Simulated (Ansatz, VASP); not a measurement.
# Two plane-wave programs on AlN

File INCAR:

```
  ALGO = Normal
  EDIFF = 1E-7
  EDIFFG = -0.002
  ENCUT = 600
  GGA = PE
  GGA_COMPAT = F
  IBRION = 2
  ISIF = 3
  ISMEAR = 0
  LASPH = T
  LCHARG = F
  LREAL = F
  LWAVE = F
  NELM = 120
  NELMIN = 4
  NSW = 100
  PREC = Accurate
  SIGMA = 0.02
```

Contents of KPOINTS:

```
k-points
0
Gamma
  9 9 6
```

The input POSCAR:

```
AlN
1.0
    3.3135343433      0.0000000000      0.0000000000
   -1.6567671717      2.8696049176      0.0000000000
    0.0000000000      0.0000000000      4.1877521257
Al N
2 2
Direct
    0.3333333333      0.6666666667      0.0000000000
    0.6666666667      0.3333333333      0.5000000000
    0.3333333333      0.6666666667      0.5000000000
    0.6666666667      0.3333333333      1.0000000000
```

Input for Ansatz:

```yaml
crystal:
  lattice:
    - [3.3135343433, 0.0, 0.0]
    - [-1.6567671717, 2.8696049176, 0.0]
    - [0.0, 0.0, 4.1877521257]
  atoms:
    - { symbol: Al, position: [0.3333333333, 0.6666666667, 0.0] }
    - { symbol: Al, position: [0.6666666667, 0.3333333333, 0.5] }
    - { symbol: "N", position: [0.3333333333, 0.6666666667, 0.5] }
    - { symbol: "N", position: [0.6666666667, 0.3333333333, 1.0] }
basis:
  ecutwfc: 420
kpoints:
  mp_grid: { grid: [9, 9, 6] }
hamiltonian:
  xc: pbe
scf:
  occupations: { method: gaussian, width: 0.02 }
output:
  forces: true
  stress: true
  eigenvalues: true
relax:
  adjacent_minimum: "off"
  f_tol: 0.002
  max_steps: 80
  cell: { stress_tol: 0.02 }
```

Alike in both runs: task relaxation of cell and atoms; functional PBE; k mesh 9 × 9 × 6; occupations gaussian, width 0.02 eV; no spin polarisation.

```csv
,VASP,Ansatz
version,VASP 6.6.1,Ansatz 0.2.0
potentials or method,"VASP PAW PBE potentials, release 64 (Al, N), cutoff 600 eV","scalar-relativistic, plane waves, PAW"
valence electrons in the cell,16,16
```

Ansatz gave:

- gap on the k mesh at the Fermi level, each at its own relaxed structure (eV): 3.25
- relaxed volume (Å³/atom): 9.96
- relaxed cell length with the largest relative difference (Å): 3.314

Estimate VASP's values.

gap on the k mesh at the Fermi level, each at its own relaxed structure (eV): 3.27; relaxed volume (Å³/atom): 9.94; relaxed cell length with the largest relative difference (Å): 3.312.
